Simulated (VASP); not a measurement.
# RbW (P-6m2) in VASP: a series of runs

The runs below take RbW through single point, with LDA, PBE0.

Everything below comes from runs of VASP 6.6.1. Logs are shortened: lines on timing, memory, paths and dates and some standing lists are left out, and cuts for length are marked.

## Step 1: The cell of the first run

It takes space group P-6m2 (No. 187, hexagonal). The conventional cell has a = 3.547 Å, b = 3.547 Å, c = 5.494 Å, α = 90.00°, β = 90.00°, γ = 120.00°. Rb (site symmetry -6m2) has 6 W at 3.43 Å and 6 Rb at 3.55 Å within 4.5 Å. W (site symmetry -6m2) has 6 Rb at 3.43 Å and 6 W at 3.55 Å within 4.5 Å.

## Step 2: Single point, LDA

INCAR

```
ALGO = Fast
EDIFF = 1E-6
ENCUT = 520
ISIF = 2
ISMEAR = -1
LASPH = T
LCHARG = F
LREAL = F
LWAVE = F
NBANDS = 18
NELM = 100
PREC = Accurate
SIGMA = 0.05
```

KPOINTS

```
k-points
0
Gamma
  12 12 7
```

POSCAR

```
RbW
1.0
    3.5466225900      0.0000000000      0.0000000000
   -1.7733112900      3.0714652600      0.0000000000
    0.0000000000      0.0000000000      5.4941446400
Rb W
1 1
Direct
    0.0000000000      0.0000000000      0.5000000000
    0.6666666700      0.3333333300      0.0000000000
```

Potentials or basis: VASP PAW LDA potentials, release 64 (Rb_sv, W_sv).

Run with:

```sh
$ cat potpaw_LDA.64/Rb_sv/POTCAR potpaw_LDA.64/W_sv/POTCAR > POTCAR
$ mpirun -np 1 vasp_std > vasp.out
```

OUTCAR:

```text
EDIFF = 1E-6
   ENCUT = 520
   ISIF = 2
   ISMEAR = -1
   LASPH = T
   LREAL = F
   NELM = 100
   PREC = Accurate

 ion  position               nearest neighbor table
   1  0.000  0.000  0.500-   2 3.43   2 3.43   2 3.43   2 3.43   2 3.43   2 3.43
   2  0.667  0.333  0.000-   1 3.43   1 3.43   1 3.43   1 3.43   1 3.43   1 3.43

  LATTYP: Found a hexagonal cell.
 ALAT       =     3.5466225900
 C/A-ratio  =     1.5491201842

  Lattice vectors:

 A1 = (   3.5466225900,   0.0000000000,   0.0000000000)
 A2 = (  -1.7733112900,   3.0714652600,   0.0000000000)
 A3 = (   0.0000000000,   0.0000000000,   5.4941446400)

Analysis of symmetry for initial positions (statically):
=====================================================================
 Subroutine PRICEL returns:
 Original cell was already a primitive cell.

 Routine SETGRP: Setting up the symmetry group for a
 hexagonal supercell.

 Subroutine GETGRP returns: Found 12 space group operations
 (whereof 12 operations were pure point group operations)
 out of a pool of 24 trial point group operations.

The static configuration has the point symmetry D_3h.

Analysis of symmetry for dynamics (positions and initial velocities):
=====================================================================
 Subroutine PRICEL returns:
 Original cell was already a primitive cell.

 Routine SETGRP: Setting up the symmetry group for a
 hexagonal supercell.

 Subroutine GETGRP returns: Found 12 space group operations
 (whereof 12 operations were pure point group operations)
 out of a pool of 24 trial point group operations.

The dynamic configuration has the point symmetry D_3h.

 Subroutine INISYM returns: Found 12 space group operations
 (whereof 12 operations are pure point group operations),
 and found     1 'primitive' translations

----------------------------------------------------------------------------------------

                                     Primitive cell

  volume of cell :      59.8495

  direct lattice vectors                    reciprocal lattice vectors
     3.546622590  0.000000000  0.000000000     0.281958391  0.162788753  0.000000000
    -1.773311290  3.071465260  0.000000000     0.000000000  0.325577506  0.000000000
     0.000000000  0.000000000  5.494144640     0.000000000  0.000000000  0.182011954

  length of vectors
     3.546622590  3.546622587  5.494144640     0.325577506  0.325577506  0.182011954

  position of ions in fractional coordinates (direct lattice)
     0.000000000  0.000000000  0.500000000
     0.666666670  0.333333330  0.000000000

  ion indices of the primitive-cell ions
   primitive index   ion index
                 1           1
                 2           2

----------------------------------------------------------------------------------------

 KPOINTS: k-points

Automatic generation of k-mesh.
 Grid dimensions read from file:
 generate k-points for:   12   12    7

 Generating k-lattice:

  Cartesian coordinates                     Fractional coordinates (reciprocal lattice)
     0.023496533  0.013565729  0.000000000     0.083333333  0.000000000  0.000000000
     0.000000000  0.027131459  0.000000000     0.000000000  0.083333333  0.000000000
     0.000000000  0.000000000  0.026001708     0.000000000  0.000000000  0.142857143

  Length of vectors
     0.027131459  0.027131459  0.026001708

  Shift w.r.t. Gamma in fractional coordinates (k-lattice)
     0.000000000  0.000000000  0.000000000

 Subroutine IBZKPT returns following result:
 ===========================================

 Found     76 irreducible k-points:

 Following reciprocal coordinates:
            Coordinates               Weight
  0.000000  0.000000  0.000000      1.000000
  0.083333 -0.000000  0.000000      6.000000
  0.166667 -0.000000  0.000000      6.000000
  0.250000 -0.000000  0.000000      6.000000
  0.333333  0.000000  0.000000      6.000000
  0.416667 -0.000000  0.000000      6.000000
[... 16 lines left out ...]
  0.250000 -0.000000  0.142857     12.000000
  0.333333  0.000000  0.142857     12.000000
 [... further k-points ...]
   k-points           NKPTS =     76   k-points in BZ     NKDIM =     76   number of bands    NBANDS=     18
   number of dos      NEDOS =    301   number of ions     NIONS =      2
   total plane-waves  NPLWV =  32928
   dimension x,y,z NGX =    28 NGY =   28 NGZ =   42
   dimension x,y,z NGXF=    56 NGYF=   56 NGZF=   84
   ions per type =               1   1
   NGX,Y,Z   is equivalent  to a cutoff of  13.12, 13.12, 12.71 a.u.
   NGXF,Y,Z  is equivalent  to a cutoff of  26.25, 26.25, 25.42 a.u.
 SYSTEM =  unknown system
   PREC   = accura    normal or accurate (medium, high low for compatibility)
   ISTART =      0    job   : 0-new  1-cont  2-samecut
   ICHARG =      2    charge: 1-file 2-atom 10-const
   ISPIN  =      1    spin polarized calculation?
   LNONCOLLINEAR =      F non collinear calculations
   LSORBIT =      F    spin-orbit coupling
   LASPH  =      T    aspherical Exc in radial PAW
   ENCUT  =  520.0 eV  38.22 Ry    6.18 a.u.   6.59  6.59 10.22*2*pi/ulx,y,z
   NELM   =    100;   NELMIN=  2; NELMDL= -5     # of ELM steps
   EDIFF  = 0.1E-05   stopping-criterion for ELM
   LREAL  =      F    real-space projection
   EDIFFG = 0.1E-04   stopping-criterion for IOM
   NSW    =      0    number of steps for IOM
   IBRION =     -1    ionic relax: 0-MD 1-quasi-New 2-CG
   NFREE  =      0    steps in history (QN), initial steepest desc. (CG)
   ISIF   =      2    stress and relaxation
   ISYM   =      2    0-nonsym 1-usesym 2-fastsym
   POTIM  = 0.5000    time-step for ionic-motion
   TEBEG  =    0.0;   TEEND  =   0.0 temperature during run
   PSTRESS=    0.0 pullay stress
   NELECT =      23.0000    total number of electrons
   NUPDOWN=      -1.0000    fix difference up-down
   EMIN   =  10.00;   EMAX   =-10.00  energy-range for DOS
   EFERMI =   0.00;   METHOD = LEGACY
   ISMEAR =    -1;   SIGMA  =   0.05  broadening in eV -4-tet -1-fermi 0-gaus
   EFERMI_NEDOS =   21; number of points for ismear=-14 and -15
   IALGO  =     68    algorithm
   IMIX   =      4    mixing-type and parameters
     AMIX     =   0.40;   BMIX     =  1.00
     AMIX_MAG =   1.60;   BMIX_MAG =  1.00
  volume/ion in A,a.u.               =      29.92       201.94
  Fermi-wavevector in a.u.,A,eV,Ry     =   1.190229  2.249207 19.274629  1.416645
  Thomas-Fermi vector in A             =   2.326318
   LORBIT       =      0    0 simple, 1 ext, 2 COOP (PROOUT), +10 PAW based schemes
   GGA     = CA    functional components
   LHFCALC =     F    Hartree Fock is set to
   AEXX    =    0.0000 exact exchange contribution
   IVDW    =     0    specifies the selected vdW correction
   LEPSILON=     F    determine dielectric tensor
   LRPA    =     F    only Hartree local field effects (RPA)
 non-spin polarized calculation
 RMM-DIIS sequential band-by-band and
  energy-cutoff  :      520.00
  volume of cell :       59.85
 maximum number of plane-waves:      1641
 NGX is ok and might be reduce to    28
   NGX = 13   NGY = 13   NGZ = 21

 number of electron      23.0000001 magnetization

 Free energy of the ion-electron system (eV)
  ---------------------------------------------------
  ext. energy  EPLUGINS =         0.00000000
  ---------------------------------------------------
  free energy    TOTEN  =        -9.30994699 eV

  energy without entropy =       -9.27279636  energy(sigma->0) =       -9.29137167

 E-fermi :   3.1238     XC(G=0):  -9.9134

 val. band max:        3.1136725126   @ k =   0.3333   0.1667   0.2857
 cond. band min:       3.1247212108   @ k =   0.3333   0.2500   0.4286
 fundamental gap:      0.0110486982
 Fermi energy:         3.1237556785

 k-point     1 :       0.0000    0.0000    0.0000
  band No.  band energies     occupation
      1     -70.6191      2.00000
      2     -34.9353      2.00000
      3     -34.9353      2.00000
      4     -34.9222      2.00000
      5     -24.0262      2.00000
      6      -8.3122      2.00000
[... 10 lines left out ...]
     17       9.2438      0.00000
     18       9.2438      0.00000

 k-point     2 :       0.0833   -0.0000    0.0000
  band No.  band energies     occupation
      1     -70.6189      2.00000
      2     -34.9407      2.00000
      3     -34.9367      2.00000
      4     -34.9216      2.00000
      5     -24.0119      2.00000
      6      -8.2927      2.00000
[... 10 lines left out ...]
     17       8.9437      0.00000
     18       9.4345      0.00000

 k-point     3 :       0.1667   -0.0000    0.0000
  band No.  band energies     occupation
      1     -70.6183      2.00000
      2     -34.9556      2.00000
      3     -34.9405      2.00000
      4     -34.9197      2.00000
      5     -23.9727      2.00000
      6      -8.2386      2.00000
[... 10 lines left out ...]
     17       8.4548      0.00000
     18       9.9865      0.00000

 k-point     4 :       0.2500   -0.0000    0.0000
  band No.  band energies     occupation
      1     -70.6176      2.00000
      2     -34.9757      2.00000
      3     -34.9456      2.00000
      4     -34.9173      2.00000
      5     -23.9182      2.00000
      6      -8.3802      2.00000
[... 10 lines left out ...]
     17       8.4883      0.00000
     18      10.8235      0.00000

 k-point     5 :       0.3333    0.0000    0.0000
  band No.  band energies     occupation
      1     -70.6169      2.00000
      2     -34.9958      2.00000
      3     -34.9508      2.00000
      4     -34.9148      2.00000
      5     -23.8628      2.00000
      6      -8.7643      2.00000
[... 10 lines left out ...]
     17       8.6308      0.00000
     18      11.1974      0.00000

 k-point     6 :       0.4167   -0.0000    0.0000
  band No.  band energies     occupation
      1     -70.6164      2.00000
      2     -35.0105      2.00000
      3     -34.9545      2.00000
      4     -34.9130      2.00000
      5     -23.8216      2.00000
      6      -9.0278      2.00000
[... 10 lines left out ...]
     17       7.7092      0.00000
     18      11.8048      0.00000

 k-point     7 :       0.5000   -0.0000    0.0000
  band No.  band energies     occupation
      1     -70.6162      2.00000
      2     -35.0159      2.00000
      3     -34.9559      2.00000
      4     -34.9123      2.00000
      5     -23.8063      2.00000
      6      -9.1211      2.00000
[... 10 lines left out ...]
     17       7.1811      0.00000
     18      11.8271      0.00000

 k-point     8 :       0.0833    0.0833    0.0000
  band No.  band energies     occupation
      1     -70.6185      2.00000
      2     -34.9506      2.00000
      3     -34.9395      2.00000
      4     -34.9203      2.00000
      5     -23.9852      2.00000
      6      -8.2559      2.00000
[... 10 lines left out ...]
     17       8.5319      0.00000
     18       9.8199      0.00000
[... 229 lines left out ...]
     17       7.6882      0.00000
     18       9.7730      0.00000

 k-point    20 :       0.0000    0.0000    0.1429
  band No.  band energies     occupation
      1     -70.6191      2.00000
      2     -34.9353      2.00000
      3     -34.9353      2.00000
      4     -34.9223      2.00000
      5     -24.0252      2.00000
      6      -8.3473      2.00000
[... 10 lines left out ...]
     17       9.3195      0.00000
     18       9.3195      0.00000

 k-point    21 :       0.0833   -0.0000    0.1429
  band No.  band energies     occupation
      1     -70.6189      2.00000
      2     -34.9407      2.00000
      3     -34.9367      2.00000
      4     -34.9216      2.00000
      5     -24.0110      2.00000
      6      -8.3257      2.00000
[... 10 lines left out ...]
     17       9.0056      0.00000
     18       9.5052      0.00000

 k-point    22 :       0.1667   -0.0000    0.1429
  band No.  band energies     occupation
      1     -70.6183      2.00000
      2     -34.9556      2.00000
      3     -34.9405      2.00000
      4     -34.9198      2.00000
      5     -23.9719      2.00000
      6      -8.2661      2.00000
[... 10 lines left out ...]
     17       8.4976      0.00000
     18      10.0377      0.00000

 k-point    23 :       0.2500   -0.0000    0.1429
  band No.  band energies     occupation
      1     -70.6176      2.00000
      2     -34.9757      2.00000
      3     -34.9456      2.00000
      4     -34.9173      2.00000
      5     -23.9178      2.00000
      6      -8.3774      2.00000
[... 10 lines left out ...]
     17       8.5356      0.00000
     18      10.7882      0.00000

 k-point    24 :       0.3333    0.0000    0.1429
  band No.  band energies     occupation
      1     -70.6169      2.00000
      2     -34.9958      2.00000
      3     -34.9508      2.00000
      4     -34.9148      2.00000
      5     -23.8626      2.00000
      6      -8.7591      2.00000
[... 10 lines left out ...]
     17       8.5793      0.00000
     18      11.0791      0.00000

 [... further k-points ...]

------------------------ aborting loop because EDIFF is reached ----------------------------------------

  FORCE on cell =-STRESS in cart. coord.  units (eV):
  Direction    XX          YY          ZZ          XY          YZ          ZX
  --------------------------------------------------------------------------------------
  -------------------------------------------------------------------------------------
  Total       -6.6883682     -6.6883682      1.8131049     -0.0000000      0.0000000     -0.0000000
  in kB     -179.0482512   -179.0482512     48.5369909     -0.0000003      0.0000000     -0.0000000
  external PRESSURE =    -103.1865038 kB  Pullay stress =       0.0000000 kB

 VOLUME and BASIS-vectors are now :
 -----------------------------------------------------------------------------
  energy-cutoff  :      520.00
  volume of cell :       59.85
      direct lattice vectors                 reciprocal lattice vectors
     3.546622590  0.000000000  0.000000000     0.281958391  0.162788753  0.000000000
    -1.773311290  3.071465260  0.000000000     0.000000000  0.325577506  0.000000000
     0.000000000  0.000000000  5.494144640     0.000000000  0.000000000  0.182011954

 POSITION                                       TOTAL-FORCE (eV/Angst)
 -----------------------------------------------------------------------------------
      0.00000      0.00000      2.74707         0.000000      0.000000      0.000000
      1.77331      1.02382      0.00000        -0.000000      0.000000      0.000000
 -----------------------------------------------------------------------------------
    total drift:                               -0.000023      0.000013     -0.000000

  FREE ENERGIE OF THE ION-ELECTRON SYSTEM (eV)
  ---------------------------------------------------
  free  energy   TOTEN  =        -9.3099469884 eV

  energy  without entropy=       -9.2727963564  energy(sigma->0) =       -9.29137167
```

It took 1.8 min on 1 thread of Intel Xeon Platinum 8488C (Sapphire Rapids), shared host; peak memory 0.22 GiB.

What came out:

```
Free energy            : -9.3099 eV
Pressure               : -10.3 GPa
Band gap on the k mesh : zero (an odd number of electrons rules out a gap without spin polarisation)
```

Stress tensor (GPa, compression positive):
```
-17.90   0.00   0.00
  0.00 -17.90   0.00
  0.00   0.00   4.85
```

Caveat: the stress differs along the axes, from -18 to 5 GPa; spin-orbit coupling is left out, which moves the levels of the heavy elements.

## Step 3: Single point, LDA

INCAR

```
ALGO = Normal ; EDIFF = 1E-7
ENCUT = 520 ; ISIF = 2
ISMEAR = -1 ; LASPH = True
LCHARG = True ; LELF = True
LREAL = False ; LVHAR = True
LWAVE = False ; NBANDS = 18
NELM = 80 ; PREC = Accurate
SIGMA = 0.05
```

KPOINTS

```
k-points
0
Gamma
  14 14 8
```

POSCAR is that of step 2.

Potentials or basis: VASP PAW LDA potentials, release 64 (Rb_sv, W_sv).

Run with:

```sh
$ cat potpaw_LDA.64/Rb_sv/POTCAR potpaw_LDA.64/W_sv/POTCAR > POTCAR
$ mpirun -np 1 vasp_std > vasp.out
```

Run time: 65 s. Hardware: 1 thread of Intel Xeon Platinum 8488C (Sapphire Rapids), shared host; peak memory 0.25 GiB.

It converged, with:

```
Free energy            : -9.3113 eV
Pressure               : -10.3 GPa
Band gap on the k mesh : zero (an odd number of electrons rules out a gap without spin polarisation)
```

Stress tensor (GPa, compression positive):
```
-17.96   0.00   0.00
  0.00 -17.96   0.00
  0.00   0.00   4.87
```

Levels at points of the mesh, in eV from the Fermi level:
| k point | band 9 | band 10 | band 11 | band 12 | band 13 | band 14 |
| --- | --- | --- | --- | --- | --- | --- |
| (0.00, 0.00, 0.00) | -4.72 | -1.16 | 0.02 | 0.02 | 0.95 | 0.95 |
| (0.50, 0.00, 0.00) | -2.08 | -0.79 | -0.50 | 0.42 | 0.66 | 2.02 |
| (0.00, 0.00, 0.50) | -3.71 | -0.60 | -0.04 | -0.04 | 0.04 | 0.92 |
| (0.50, 0.00, 0.50) | -2.20 | -1.16 | -0.53 | 0.71 | 1.39 | 2.02 |

Caveat: the stress differs along the axes, from -18 to 5 GPa; spin-orbit coupling is left out, which moves the levels of the heavy elements.

[end of part 1 of 2]

The gap in the log of VASP goes by the Fermi energy; the results here count the filled bands.